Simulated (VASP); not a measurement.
Runs of VASP 6.6.1 on InSb. The structure is that of space group I-4m2 (No. 119), or close to it. The cells are those of the table. 

```tsv
cell	gap on the mesh (eV)	pressure (GPa)
a = 4.519, b = 4.519, c = 4.610 Å, angles 59.3, 59.3, 61.3°, 2 atoms	-	1.9
a = 4.625, b = 4.625, c = 4.979 Å, angles 57.4, 57.4, 65.1°, 2 atoms	none	-2.8
a = 4.526, b = 4.526, c = 4.241 Å, angles 62.1, 62.1, 55.9°, 2 atoms	-	(c)
a = 4.526, b = 4.526, c = 4.795 Å, angles 58.0, 58.0, 64.0°, 2 atoms	0.15	0.0
a = 4.711, b = 4.711, c = 4.426 Å, angles 62.0, 62.0, 56.0°, 2 atoms	none	0.1
a = 4.625, b = 4.625, c = 4.241 Å, angles 62.7, 62.7, 54.6°, 2 atoms	none	4.3
a = 4.798, b = 4.798, c = 4.979 Å, angles 58.7, 58.7, 62.5°, 2 atoms	(b)	(a)
a = 4.430, b = 4.430, c = 4.610 Å, angles 58.6, 58.6, 62.7°, 2 atoms	-	4.2
```

Alike in all rows: task single point; level PBEsol; potentials or basis VASP PAW PBE potentials, release 64 (In_d, Sb); no spin polarisation; k mesh 16 × 16 × 16; cutoff (eV) 520; smearing gaussian 0.15 eV.

**Question.** Estimate the missing entries.

**Answer.** (a) -4.5; (b) 0.11; (c) 7.1.

Caveats: the PAW data sets were made with another functional, which shifts forces and pressure a little; spin-orbit coupling is left out, which moves the levels of the heavy elements.

A k mesh can miss the band edges, and the runs leave out spin-orbit coupling on In, Sb.

A gap of «none» marks levels without a gap at the run's occupations.
